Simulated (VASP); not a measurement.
Write the native input for VASP 6.6.1 that does the following.

- Task: relaxation of cell and atoms
- Functional: PBE
- Potentials or basis: VASP PAW PBE potentials, release 64 (Re, Pb_d)
- Cutoff: 600 eV
- k mesh: 4 × 4 × 4
- Occupations: gaussian, width 0.1 eV
- Spin: no spin polarisation
- Dipole correction: no
- Further INCAR settings: ALGO = Fast; EDIFF = 1e-07; IBRION = 2; EDIFFG = -0.04; NSW = 90; ISIF = 3

The structure of RePb lies in POSCAR:

```
RePb
1.0
    0.0000000000      3.6491910010      3.6491910010
    3.6491910010      0.0000000000      3.6491910010
    3.6491910010      3.6491910010      0.0000000000
Re Pb
2 2
Direct
    0.5000000000      0.5000000000      0.5000000000
    0.7500000000      0.7500000000      0.7500000000
    0.0000000000      0.0000000000      0.0000000000
    0.2500000000      0.2500000000      0.2500000000
```

The input as run:

INCAR

```
SYSTEM = RePb
ALGO     = Fast           ! electronic algorithm
EDIFF    = 1E-7           ! SCF threshold, eV
EDIFFG   = -0.04          ! ionic threshold
ENCUT    = 600            ! plane-wave cutoff, eV
GGA      = PE             ! functional
IBRION   = 2              ! ionic algorithm
ISIF     = 3              ! what is computed and relaxed
ISMEAR   = 0              ! smearing method
LASPH    = .True.         ! aspherical terms in the spheres
LCHARG   = .False.        ! write CHGCAR
LREAL    = .False.        ! projectors in reciprocal space
LWAVE    = .False.        ! write WAVECAR
NELM     = 60             ! most SCF steps
NSW      = 90             ! ionic steps
PREC     = Accurate       ! precision mode
SIGMA    = 0.1            ! smearing width, eV
```

KPOINTS

```
k-points
0
Gamma
  4 4 4
  0 0 0
```

Potentials or basis: VASP PAW PBE potentials, release 64 (Re, Pb_d).

The run is started by

```bash
$ cat potpaw_PBE.64/Re/POTCAR potpaw_PBE.64/Pb_d/POTCAR > POTCAR
$ mpirun -np 1 vasp_std > vasp.out
```

It gave:

- Relaxed volume: 20.04 Å³/atom
- Relaxed cell: a = 4.840 Å, b = 4.840 Å, c = 4.840 Å, α = 60.00°, β = 60.00°, γ = 60.00°
- Space group after relaxing (to 0.1 Å): Fd-3m (No. 227)
- Energy gained by relaxing: 256.2 meV/atom
- Ionic steps: 5
- Pressure after relaxing: 0.2 GPa
- Band gap on the k mesh: zero (bands 21 and 22 overlap by 1.28 eV)

Caveat: the k points lie up to 0.40 Å⁻¹ apart in the final cell, too coarse for converged energies and pressures of a metal; the volume moved by over 15 % at a fixed basis, so the end points are rough; spin-orbit coupling is left out, which moves the levels of the heavy elements.

Wall time 4.6 min on 1 thread of Intel(R) Xeon(R) 6975P-C (Granite Rapids), on a shared host, peak memory 0.28 GiB.
